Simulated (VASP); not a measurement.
# LiCl (Fm-3m) in VASP: elastic constants with PBEsol

Aim: the elastic constants of LiCl with PBEsol.

Everything below comes from runs of VASP 6.6.1. Logs are shortened: lines on timing, memory, paths and dates and some standing lists are left out, and cuts for length are marked.

## 1. The cell of the first run

It takes space group Fm-3m (No. 225, cubic). Conventional cell: a = 5.063 Å, b = 5.063 Å, c = 5.063 Å, α = 90.00°, β = 90.00°, γ = 90.00°. Li (site symmetry m-3m) has 6 Cl at 2.53 Å within 3.3 Å. Cl (site symmetry m-3m) has 6 Li at 2.53 Å within 3.3 Å.

## 2. Elastic constants, PBEsol

Input file INCAR:

```
PREC = Accurate
ENCUT = 600
EDIFF = 1E-8
ISMEAR = 0
SIGMA = 0.01
LREAL = F
LASPH = T
NELM = 60
ALGO = Normal
ISIF = 3
LWAVE = F
LCHARG = F
GGA = PS
NBANDS = 12
IBRION = 6
NFREE = 2
POTIM = 0.015
NSW = 1
```

Input file KPOINTS:

```
Automatic mesh
0
Gamma
  8 8 8
```

Input file POSCAR:

```
LiCl
1.0
    0.0000000000      2.5314058748      2.5314058748
    2.5314058748      0.0000000000      2.5314058748
    2.5314058748      2.5314058748      0.0000000000
Li Cl
1 1
Direct
    0.0000000000      0.0000000000      0.0000000000
    0.5000000000      0.5000000000      0.5000000000
```

Potentials or basis: VASP PAW PBE potentials, release 64 (Li_sv, Cl).

On the command line:

```sh
cat potpaw_PBE.64/Li_sv/POTCAR potpaw_PBE.64/Cl/POTCAR > POTCAR
mpirun -np 1 vasp_std > vasp.out
```

OUTCAR:

```text
PREC = Accurate
   ENCUT = 600
   EDIFF = 1E-8
   ISMEAR = 0
   LREAL = F
   LASPH = T
   NELM = 60
   ISIF = 3
   GGA = PS
   IBRION = 6
   NFREE = 2
   POTIM = 0.015
   NSW = 1

 ion  position               nearest neighbor table
   1  0.000  0.000  0.000-   2 2.53   2 2.53   2 2.53   2 2.53   2 2.53   2 2.53
   2  0.500  0.500  0.500-   1 2.53   1 2.53   1 2.53   1 2.53   1 2.53   1 2.53

  LATTYP: Found a face centered cubic cell.
 ALAT       =     5.0628117496

  Lattice vectors:

 A1 = (   0.0000000000,   2.5314058748,   2.5314058748)
 A2 = (   2.5314058748,   0.0000000000,   2.5314058748)
 A3 = (   2.5314058748,   2.5314058748,   0.0000000000)

Analysis of symmetry for initial positions (statically):
=====================================================================
 Subroutine PRICEL returns:
 Original cell was already a primitive cell.

 Routine SETGRP: Setting up the symmetry group for a
 face centered cubic supercell.

 Subroutine GETGRP returns: Found 48 space group operations
 (whereof 48 operations were pure point group operations)
 out of a pool of 48 trial point group operations.

The static configuration has the point symmetry O_h .

Analysis of symmetry for dynamics (positions and initial velocities):
=====================================================================
 Subroutine PRICEL returns:
 Original cell was already a primitive cell.

 Routine SETGRP: Setting up the symmetry group for a
 face centered cubic supercell.

 Subroutine GETGRP returns: Found 48 space group operations
 (whereof 48 operations were pure point group operations)
 out of a pool of 48 trial point group operations.

The dynamic configuration has the point symmetry O_h .

 Subroutine INISYM returns: Found 48 space group operations
 (whereof 48 operations are pure point group operations),
 and found     1 'primitive' translations

----------------------------------------------------------------------------------------

                                     Primitive cell

  volume of cell :      32.4426

  direct lattice vectors                    reciprocal lattice vectors
     0.000000000  2.531405875  2.531405875    -0.197518701  0.197518701  0.197518701
     2.531405875  0.000000000  2.531405875     0.197518701 -0.197518701  0.197518701
     2.531405875  2.531405875  0.000000000     0.197518701  0.197518701 -0.197518701

  length of vectors
     3.579948520  3.579948520  3.579948520     0.342112426  0.342112426  0.342112426

  position of ions in fractional coordinates (direct lattice)
     0.000000000  0.000000000  0.000000000
     0.500000000  0.500000000  0.500000000

  ion indices of the primitive-cell ions
   primitive index   ion index
                 1           1
                 2           2

----------------------------------------------------------------------------------------

 KPOINTS: Automatic mesh

Automatic generation of k-mesh.
 Grid dimensions read from file:
 generate k-points for:    8    8    8

 Generating k-lattice:

  Cartesian coordinates                     Fractional coordinates (reciprocal lattice)
    -0.024689838  0.024689838  0.024689838     0.125000000  0.000000000  0.000000000
     0.024689838 -0.024689838  0.024689838     0.000000000  0.125000000  0.000000000
     0.024689838  0.024689838 -0.024689838     0.000000000  0.000000000  0.125000000

  Length of vectors
     0.042764053  0.042764053  0.042764053

  Shift w.r.t. Gamma in fractional coordinates (k-lattice)
     0.000000000  0.000000000  0.000000000

 Subroutine IBZKPT returns following result:
 ===========================================

 Found     29 irreducible k-points:

 Following reciprocal coordinates:
            Coordinates               Weight
  0.000000  0.000000  0.000000      1.000000
  0.125000  0.000000  0.000000      8.000000
  0.250000  0.000000  0.000000      8.000000
  0.375000  0.000000  0.000000      8.000000
  0.500000  0.000000  0.000000      4.000000
  0.125000  0.125000  0.000000      6.000000
[... 16 lines left out ...]
  0.500000  0.250000  0.125000     48.000000
 -0.375000  0.250000  0.125000     24.000000
 [... further k-points ...]
   k-points           NKPTS =     29   k-points in BZ     NKDIM =     29   number of bands    NBANDS=     12
   number of dos      NEDOS =    301   number of ions     NIONS =      2
   total plane-waves  NPLWV =  27000
[... 42 lines left out ...]
   AEXX    =    0.0000 exact exchange contribution
   IVDW    =     0    specifies the selected vdW correction
   LEPSILON=     F    determine dielectric tensor
   LRPA    =     F    only Hartree local field effects (RPA)
 finite differences with symmetry
 non-spin polarized calculation
 Gauss-broadening in eV      SIGMA  =   0.01
  energy-cutoff  :      600.00
  volume of cell :       32.44
 maximum number of plane-waves:      1106
 NGX is ok and might be reduce to    30
   NGX = 15   NGY = 15   NGZ = 15

--------------------------------------- Ionic step        1  -------------------------------------------

 number of electron      10.0000000 magnetization

 number of electron       9.9999995 magnetization

 Free energy of the ion-electron system (eV)
  ---------------------------------------------------
  ext. energy  EPLUGINS =         0.00000000
  ---------------------------------------------------
  free energy    TOTEN  =        -7.63945311 eV

  energy without entropy =       -7.63945311  energy(sigma->0) =       -7.63945311

------------------------ aborting loop because EDIFF is reached ----------------------------------------

  FORCE on cell =-STRESS in cart. coord.  units (eV):
  Direction    XX          YY          ZZ          XY          YZ          ZX
  --------------------------------------------------------------------------------------
  -------------------------------------------------------------------------------------
  Total       -0.0075961     -0.0075961     -0.0075961      0.0000000      0.0000000      0.0000000
  in kB       -0.3751328     -0.3751328     -0.3751328      0.0000000      0.0000000      0.0000000
  external PRESSURE =      -0.3751328 kB  Pullay stress =       0.0000000 kB
[... 89 lines left out ...]
  FREE ENERGIE OF THE ION-ELECTRON SYSTEM (eV)
  ---------------------------------------------------
  free  energy   TOTEN  =        -7.6380183104 eV

  energy  without entropy=       -7.6380183104  energy(sigma->0) =       -7.63801831

[... ionic steps 4 to 14 ...]

--------------------------------------- Ionic step       15  -------------------------------------------

 number of electron       9.9999997 magnetization

------------------------ aborting loop because EDIFF is reached ----------------------------------------
[... 67 lines left out ...]
--------------------------------------- Ionic step       17  -------------------------------------------

 number of electron       9.9999995 magnetization

 Free energy of the ion-electron system (eV)
  ---------------------------------------------------
  ext. energy  EPLUGINS =         0.00000000
  ---------------------------------------------------
  free energy    TOTEN  =        -7.63934956 eV

  energy without entropy =       -7.63934956  energy(sigma->0) =       -7.63934956

 E-fermi :   0.9698     XC(G=0):  -9.0826

 val. band max:        0.8365562765   @ k =   0.0000   0.0000   0.0000
 cond. band min:       7.2005591584   @ k =   0.0000   0.0000   0.0000
 fundamental gap:      6.3640028819
 Fermi energy:         0.9697983540

 k-point     1 :       0.0000    0.0000    0.0000
  band No.  band energies     occupation
      1     -41.9124      2.00000
      2     -12.7000      2.00000
      3       0.8363      2.00000
      4       0.8366      2.00000
      5       0.8366      2.00000
      6       7.2006      0.00000
      7      12.6782      0.00000
      8      12.6782      0.00000
      9      12.6795      0.00000
     10      15.4412      0.00000
     11      15.4811      0.00000
     12      15.4811      0.00000
[... 331 lines left out ...]
 k-point    24 :      -0.3750    0.2500    0.1250
  band No.  band energies     occupation
      1     -41.9083      2.00000
      2     -11.9338      2.00000
      3      -1.9188      2.00000
      4      -0.5946      2.00000
      5       0.2032      2.00000
      6       8.9601      0.00000
      7      10.1105      0.00000
      8      11.3725      0.00000
      9      12.7066      0.00000
     10      16.4419      0.00000
     11      17.1308      0.00000
     12      19.2462      0.00000

 [... further k-points ...]

------------------------ aborting loop because EDIFF is reached ----------------------------------------

  FORCE on cell =-STRESS in cart. coord.  units (eV):
  Direction    XX          YY          ZZ          XY          YZ          ZX
  --------------------------------------------------------------------------------------
  -------------------------------------------------------------------------------------
  Total       -0.0054356     -0.0077395     -0.0077395     -0.0000000      0.0000000      0.0000000
  in kB       -0.2684396     -0.3822177     -0.3822177     -0.0000000      0.0000000      0.0000000
  external PRESSURE =      -0.3442916 kB  Pullay stress =       0.0000000 kB
[... 17 lines left out ...]
  FREE ENERGIE OF THE ION-ELECTRON SYSTEM (eV)
  ---------------------------------------------------
  free  energy   TOTEN  =        -7.6393495609 eV

  energy  without entropy=       -7.6393495609  energy(sigma->0) =       -7.63934956

 INTERNAL STRAIN TENSORS FROM STRAINED CELLS
 ============================================

 INTERNAL STRAIN TENSOR FOR ION    1 for displacements in x,y,z  (eV/Angst):
          X           Y           Z          XY          YZ          ZX
  --------------------------------------------------------------------------------
  x     0.00000    -0.00000     0.00000    -0.00000     0.00000     0.00000
  y    -0.00000     0.00000    -0.00000    -0.00000    -0.00000    -0.00000
  z    -0.00000     0.00000     0.00000     0.00000     0.00000     0.00000

 INTERNAL STRAIN TENSORS FROM DISPLACED ATOMS
 ============================================

 INTERNAL STRAIN TENSOR FOR ION    1 for displacements in x,y,z  (eV/Angst):
          X           Y           Z          XY          YZ          ZX
  --------------------------------------------------------------------------------
  x     0.00000     0.00000     0.00000     0.00000     0.00000     0.00000
  y     0.00000     0.00000     0.00000     0.00000     0.00000     0.00000
  z     0.00000     0.00000     0.00000     0.00000     0.00000     0.00000

 INTERNAL STRAIN TENSOR FOR ION    2 for displacements in x,y,z  (eV/Angst):
          X           Y           Z          XY          YZ          ZX
  --------------------------------------------------------------------------------
  x     0.00000     0.00000     0.00000     0.00000     0.00000     0.00000
  y     0.00000     0.00000     0.00000     0.00000     0.00000     0.00000
  z     0.00000     0.00000     0.00000     0.00000     0.00000     0.00000

 Eigenvectors and eigenvalues of the dynamical matrix
 ----------------------------------------------------

   1 f  =    6.200746 THz    38.960434 2PiTHz  206.834614 cm-1    25.644212 meV
             X         Y         Z           dx          dy          dz
      0.000000  0.000000  0.000000     0.000000    0.913382    0.000000
      2.531406  2.531406  2.531406     0.000000   -0.407104    0.000000
[... 21 lines left out ...]
   6 f/i=    0.005415 THz     0.034022 2PiTHz    0.180615 cm-1     0.022393 meV
             X         Y         Z           dx          dy          dz
      0.000000  0.000000  0.000000     0.000000    0.000000   -0.407104
      2.531406  2.531406  2.531406     0.000000    0.000000   -0.913382

--------------------------------------------------------------------------------------------------------

 ELASTIC MODULI CONTR FROM IONIC RELAXATION (kBar)
 Direction    XX          YY          ZZ          XY          YZ          ZX
 --------------------------------------------------------------------------------
 XX           0.0000      0.0000      0.0000      0.0000      0.0000      0.0000
 YY           0.0000      0.0000      0.0000      0.0000      0.0000      0.0000
 ZZ           0.0000      0.0000      0.0000      0.0000      0.0000      0.0000
 XY           0.0000      0.0000      0.0000      0.0000      0.0000      0.0000
 YZ           0.0000      0.0000      0.0000      0.0000      0.0000      0.0000
 ZX           0.0000      0.0000      0.0000      0.0000      0.0000      0.0000
 --------------------------------------------------------------------------------

 TOTAL ELASTIC MODULI (kBar)
 Direction    XX          YY          ZZ          XY          YZ          ZX
 --------------------------------------------------------------------------------
 XX         640.5285    206.9939    206.9939      0.0000     -0.0000      0.0000
 YY         206.9939    640.5285    206.9939      0.0000     -0.0000     -0.0000
 ZZ         206.9939    206.9939    640.5285     -0.0000     -0.0000      0.0000
 XY           0.0000      0.0000     -0.0000    254.8449      0.0000      0.0000
 YZ          -0.0000     -0.0000     -0.0000      0.0000    254.8449      0.0000
 ZX           0.0000     -0.0000      0.0000      0.0000      0.0000    254.8449
 --------------------------------------------------------------------------------
```

It took 8.5 min on 1 thread of AMD EPYC 7R13 (Zen 3), shared host; peak memory 0.22 GiB.

Results:

| Quantity | Value |
| --- | --- |
| Elastic constants C11, C12, C44 | 64, 21, 25 GPa |
| Voigt bulk modulus | 35 GPa |
| Highest phonon frequency at Γ, LO-TO splitting left out | 207 cm⁻¹ |

Phonon frequencies in cm⁻¹ (negative: imaginary):
```tsv
q point	frequencies
(0.000, 0.000, 0.000)	0 0 0 207 207 207
```

Elastic tensor in Voigt notation (GPa, in the Cartesian axes of the cell as first typed):
```
64 21 21  0  0  0
21 64 21  0  0  0
21 21 64  0  0  0
 0  0  0 25  0  0
 0  0  0  0 25  0
 0  0  0  0  0 25
```

Clamped-ion elastic tensor (GPa):
```
64 21 21  0  0  0
21 64 21  0  0  0
21 21 64  0  0  0
 0  0  0 25  0  0
 0  0  0  0 25  0
 0  0  0  0  0 25
```

Caveat: the cutoff is under 1.25 times the usual one of these potentials, so pressure, stress and relaxed cells hold a basis-set (Pulay) error; the PAW data sets were made with another functional, which shifts forces and pressure a little.
